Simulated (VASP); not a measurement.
Wanted: the native input for a VASP 6.6.1 run.

```yaml
Task: single point
Functional: PBE
Potentials_or_basis: VASP PAW PBE potentials, release 64 (Rb_sv)
Cutoff: 500 eV
k_mesh: 6 × 6 × 6
Occupations: fermi-dirac, width 0.05 eV
Spin: no spin polarisation
Dipole_correction: no
Further_INCAR_settings: ALGO = Normal; EDIFF = 1e-06; NBANDS = 10
```

The structure of Rb lies in POSCAR:

```
Rb
1.0
   -2.8025000000      2.8025000000      2.9146000000
    2.8025000000     -2.8025000000      2.9146000000
    2.8025000000      2.8025000000     -2.9146000000
Rb
1
Direct
    0.0000000000      0.0000000000      0.0000000000
```

These files were run (other wordings do the same):

INCAR

```
SYSTEM = Rb
PREC = Accurate
ENCUT = 500
EDIFF = 1E-6
ISMEAR = -1
SIGMA = 0.05
LREAL = .FALSE.
LASPH = .TRUE.
NELM = 120
ALGO = Normal
ISIF = 2
LWAVE = .FALSE.
LCHARG = .FALSE.
GGA = PE
NBANDS = 10
GGA_COMPAT = .FALSE.
```

KPOINTS

```
regular mesh
0
G
  6 6 6
  0 0 0
```

Potentials or basis: VASP PAW PBE potentials, release 64 (Rb_sv).

Run with:

```console
$ cat potpaw_PBE.64/Rb_sv/POTCAR > POTCAR
$ mpirun -np 1 vasp_std > vasp.out
```

Results of the run:

- Pressure: 0.0 GPa
- Band gap on the k mesh: zero (an odd number of electrons rules out a gap without spin polarisation)

Wall time 27 s on 1 thread of Intel Xeon 8259CL, on a shared host, peak memory 0.2 GiB.
